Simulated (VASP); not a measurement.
# NaF (Fm-3m) in VASP: further runs, part 2 of 2

VASP 6.6.1. The steps go on from the part before.

## 3. Single point, PBE

INCAR

```
SYSTEM = NaF
ALGO     = Normal         ! electronic algorithm
EDIFF    = 1E-6           ! SCF threshold, eV
ENCUT    = 520            ! plane-wave cutoff, eV
GGA      = PE             ! functional
ISIF     = 2              ! what is computed and relaxed
ISMEAR   = -1             ! smearing method
LASPH    = .True.         ! aspherical terms in the spheres
LCHARG   = .True.         ! write CHGCAR
LELF     = .True.         ! ELF
LREAL    = .False.        ! projectors in reciprocal space
LVHAR    = .True.       
LWAVE    = .False.        ! write WAVECAR
NBANDS   = 14             ! bands
NELM     = 60             ! most SCF steps
PREC     = Accurate       ! precision mode
SIGMA    = 0.03           ! smearing width, eV
```

KPOINTS

```
k-points
0
Gamma
  3 3 3
  0 0 0
```

POSCAR

```
NaF
1.0
    0.0000000000      2.3233000000      2.3233000000
    2.3233000000      0.0000000000      2.3233000000
    2.3233000000      2.3233000000      0.0000000000
Na F
1 1
Direct
    0.0000000000      0.0000000000      0.0000000000
    0.5000000000      0.5000000000      0.5000000000
```

Potentials or basis: VASP PAW PBE potentials, release 64 (Na_pv, F).

The run is started by

```bash
$ cat potpaw_PBE.64/Na_pv/POTCAR potpaw_PBE.64/F/POTCAR > POTCAR
$ mpirun -np 1 vasp_std > vasp.out
```

OUTCAR:

```text
SYSTEM = NaF
   EDIFF = 1E-6
   ENCUT = 520
   GGA = PE
   ISIF = 2
   ISMEAR = -1
   LASPH = .True.
   LREAL = .False.
   NELM = 60
   PREC = Accurate

 ion  position               nearest neighbor table
   1  0.000  0.000  0.000-   2 2.32   2 2.32   2 2.32   2 2.32   2 2.32   2 2.32
   2  0.500  0.500  0.500-   1 2.32   1 2.32   1 2.32   1 2.32   1 2.32   1 2.32

  LATTYP: Found a face centered cubic cell.
 ALAT       =     4.6466000000

  Lattice vectors:

 A1 = (   0.0000000000,   2.3233000000,   2.3233000000)
 A2 = (   2.3233000000,   0.0000000000,   2.3233000000)
 A3 = (   2.3233000000,   2.3233000000,   0.0000000000)

Analysis of symmetry for initial positions (statically):
=====================================================================
 Subroutine PRICEL returns:
 Original cell was already a primitive cell.

 Routine SETGRP: Setting up the symmetry group for a
 face centered cubic supercell.

 Subroutine GETGRP returns: Found 48 space group operations
 (whereof 48 operations were pure point group operations)
 out of a pool of 48 trial point group operations.

The static configuration has the point symmetry O_h .

Analysis of symmetry for dynamics (positions and initial velocities):
=====================================================================
 Subroutine PRICEL returns:
 Original cell was already a primitive cell.

 Routine SETGRP: Setting up the symmetry group for a
 face centered cubic supercell.

 Subroutine GETGRP returns: Found 48 space group operations
 (whereof 48 operations were pure point group operations)
 out of a pool of 48 trial point group operations.

The dynamic configuration has the point symmetry O_h .

 Subroutine INISYM returns: Found 48 space group operations
 (whereof 48 operations are pure point group operations),
 and found     1 'primitive' translations

----------------------------------------------------------------------------------------

                                     Primitive cell

  volume of cell :      25.0811

  direct lattice vectors                    reciprocal lattice vectors
     0.000000000  2.323300000  2.323300000    -0.215211122  0.215211122  0.215211122
     2.323300000  0.000000000  2.323300000     0.215211122 -0.215211122  0.215211122
     2.323300000  2.323300000  0.000000000     0.215211122  0.215211122 -0.215211122

  length of vectors
     3.285642369  3.285642369  3.285642369     0.372756598  0.372756598  0.372756598

  position of ions in fractional coordinates (direct lattice)
     0.000000000  0.000000000  0.000000000
     0.500000000  0.500000000  0.500000000

  ion indices of the primitive-cell ions
   primitive index   ion index
                 1           1
                 2           2

----------------------------------------------------------------------------------------

 KPOINTS: k-points

Automatic generation of k-mesh.
 Grid dimensions read from file:
 generate k-points for:    3    3    3

 Generating k-lattice:

  Cartesian coordinates                     Fractional coordinates (reciprocal lattice)
    -0.071737041  0.071737041  0.071737041     0.333333333  0.000000000  0.000000000
     0.071737041 -0.071737041  0.071737041     0.000000000  0.333333333  0.000000000
     0.071737041  0.071737041 -0.071737041     0.000000000  0.000000000  0.333333333

  Length of vectors
     0.124252199  0.124252199  0.124252199

  Shift w.r.t. Gamma in fractional coordinates (k-lattice)
     0.000000000  0.000000000  0.000000000

 Subroutine IBZKPT returns following result:
 ===========================================

 Found      4 irreducible k-points:

 Following reciprocal coordinates:
            Coordinates               Weight
  0.000000  0.000000  0.000000      1.000000
  0.333333  0.000000  0.000000      8.000000
  0.333333  0.333333  0.000000      6.000000
 -0.333333  0.333333  0.000000     12.000000
   k-points           NKPTS =      4   k-points in BZ     NKDIM =      4   number of bands    NBANDS=     14
   number of dos      NEDOS =    301   number of ions     NIONS =      2
   total plane-waves  NPLWV =  13824
   dimension x,y,z NGX =    24 NGY =   24 NGZ =   24
   dimension x,y,z NGXF=    48 NGYF=   48 NGZF=   48
   ions per type =               1   1
   NGX,Y,Z   is equivalent  to a cutoff of  12.14, 12.14, 12.14 a.u.
   NGXF,Y,Z  is equivalent  to a cutoff of  24.29, 24.29, 24.29 a.u.
 SYSTEM =  NaF
   PREC   = accura    normal or accurate (medium, high low for compatibility)
   ISTART =      0    job   : 0-new  1-cont  2-samecut
   ICHARG =      2    charge: 1-file 2-atom 10-const
   ISPIN  =      1    spin polarized calculation?
   LNONCOLLINEAR =      F non collinear calculations
   LSORBIT =      F    spin-orbit coupling
   LASPH  =      T    aspherical Exc in radial PAW
   ENCUT  =  520.0 eV  38.22 Ry    6.18 a.u.   6.11  6.11  6.11*2*pi/ulx,y,z
   NELM   =     60;   NELMIN=  2; NELMDL= -5     # of ELM steps
   EDIFF  = 0.1E-05   stopping-criterion for ELM
   LREAL  =      F    real-space projection
   EDIFFG = 0.1E-04   stopping-criterion for IOM
   NSW    =      0    number of steps for IOM
   IBRION =     -1    ionic relax: 0-MD 1-quasi-New 2-CG
   NFREE  =      0    steps in history (QN), initial steepest desc. (CG)
   ISIF   =      2    stress and relaxation
   ISYM   =      2    0-nonsym 1-usesym 2-fastsym
   POTIM  = 0.5000    time-step for ionic-motion
   TEBEG  =    0.0;   TEEND  =   0.0 temperature during run
   PSTRESS=    0.0 pullay stress
   NELECT =      14.0000    total number of electrons
   NUPDOWN=      -1.0000    fix difference up-down
   EMIN   =  10.00;   EMAX   =-10.00  energy-range for DOS
   EFERMI =   0.00;   METHOD = LEGACY
   ISMEAR =    -1;   SIGMA  =   0.03  broadening in eV -4-tet -1-fermi 0-gaus
   EFERMI_NEDOS =   21; number of points for ismear=-14 and -15
   IALGO  =     38    algorithm
   IMIX   =      4    mixing-type and parameters
     AMIX     =   0.40;   BMIX     =  1.00
     AMIX_MAG =   1.60;   BMIX_MAG =  1.00
  volume/ion in A,a.u.               =      12.54        84.63
  Fermi-wavevector in a.u.,A,eV,Ry     =   1.347935  2.547227 24.720809  1.816928
  Thomas-Fermi vector in A             =   2.475645
   LORBIT       =      0    0 simple, 1 ext, 2 COOP (PROOUT), +10 PAW based schemes
   GGA     = PE    functional components
   LHFCALC =     F    Hartree Fock is set to
   AEXX    =    0.0000 exact exchange contribution
   IVDW    =     0    specifies the selected vdW correction
   LEPSILON=     F    determine dielectric tensor
   LRPA    =     F    only Hartree local field effects (RPA)
 non-spin polarized calculation
  energy-cutoff  :      520.00
  volume of cell :       25.08
 maximum number of plane-waves:       680
   NGX = 13   NGY = 13   NGZ = 13

 number of electron      13.9999982 magnetization

 Free energy of the ion-electron system (eV)
  ---------------------------------------------------
  ext. energy  EPLUGINS =         0.00000000
  ---------------------------------------------------
  free energy    TOTEN  =        -8.55820709 eV

  energy without entropy =       -8.55820709  energy(sigma->0) =       -8.55820709

 E-fermi :  -1.3747     XC(G=0):  -9.1137

 val. band max:       -2.1085850009   @ k =   0.0000   0.0000   0.0000
 cond. band min:       4.1398407214   @ k =   0.0000   0.0000   0.0000
 fundamental gap:      6.2484257223
 Fermi energy:        -1.3747142760

 k-point     1 :       0.0000    0.0000    0.0000
  band No.  band energies     occupation
      1     -21.2674      2.00000
      2     -21.0934      2.00000
      3     -21.0934      2.00000
      4     -21.0934      2.00000
      5      -2.1086      2.00000
      6      -2.1086      2.00000
      7      -2.1086      2.00000
      8       4.1398      0.00000
      9      16.8008      0.00000
     10      16.8008      0.00000
     11      16.8008      0.00000
     12      19.6498      0.00000
     13      21.8132      0.00000
     14      21.8132      0.00000
[... 35 lines left out ...]
 k-point     4 :      -0.3333    0.3333    0.0000
  band No.  band energies     occupation
      1     -21.6544      2.00000
      2     -21.1887      2.00000
      3     -21.1218      2.00000
      4     -20.5237      2.00000
      5      -3.1243      2.00000
      6      -3.0058      2.00000
      7      -2.4430      2.00000
      8      10.0190      0.00000
      9      11.1722      0.00000
     10      13.2201      0.00000
     11      17.6945      0.00000
     12      17.7954      0.00000
     13      22.9105      0.00000
     14      25.6808      0.00000

------------------------ aborting loop because EDIFF is reached ----------------------------------------

  FORCE on cell =-STRESS in cart. coord.  units (eV):
  Direction    XX          YY          ZZ          XY          YZ          ZX
  --------------------------------------------------------------------------------------
  -------------------------------------------------------------------------------------
  Total        0.2510975      0.2510975      0.2510975      0.0000000      0.0000000      0.0000000
  in kB       16.0400997     16.0400997     16.0400997      0.0000000      0.0000000      0.0000000
  external PRESSURE =      16.0400997 kB  Pullay stress =       0.0000000 kB

 VOLUME and BASIS-vectors are now :
 -----------------------------------------------------------------------------
  energy-cutoff  :      520.00
  volume of cell :       25.08
      direct lattice vectors                 reciprocal lattice vectors
     0.000000000  2.323300000  2.323300000    -0.215211122  0.215211122  0.215211122
     2.323300000  0.000000000  2.323300000     0.215211122 -0.215211122  0.215211122
     2.323300000  2.323300000  0.000000000     0.215211122  0.215211122 -0.215211122

 POSITION                                       TOTAL-FORCE (eV/Angst)
 -----------------------------------------------------------------------------------
      0.00000      0.00000      0.00000         0.000000     -0.000000      0.000000
      2.32330      2.32330      2.32330         0.000000      0.000000      0.000000
 -----------------------------------------------------------------------------------
    total drift:                                0.000000     -0.000000      0.000000

  FREE ENERGIE OF THE ION-ELECTRON SYSTEM (eV)
  ---------------------------------------------------
  free  energy   TOTEN  =        -8.5582070913 eV

  energy  without entropy=       -8.5582070913  energy(sigma->0) =       -8.55820709
```

Run time: 1.5 s. Hardware: 1 thread of AMD EPYC 9R45 (Zen 5), shared host; peak memory 0.1 GiB.

Results:

| Item | Value |
| --- | --- |
| Free energy | -8.5582 eV |
| Pressure | 1.6 GPa |
| Band gap on the k mesh | 6.25 eV, direct |

Levels at points of the mesh, in eV from the valence-band top:
```csv
k point,band 3,band 4,band 5,band 6,band 7,band 8,band 9,band 10,band 11,band 12
"(0.00, 0.00, 0.00)",-18.98,-18.98,0.00,0.00,0.00,6.25,18.91,18.91,18.91,21.76
```

Caveat: the k points lie up to 0.78 Å⁻¹ apart. PBE gaps usually lie below the measured ones, often by a third to a half.
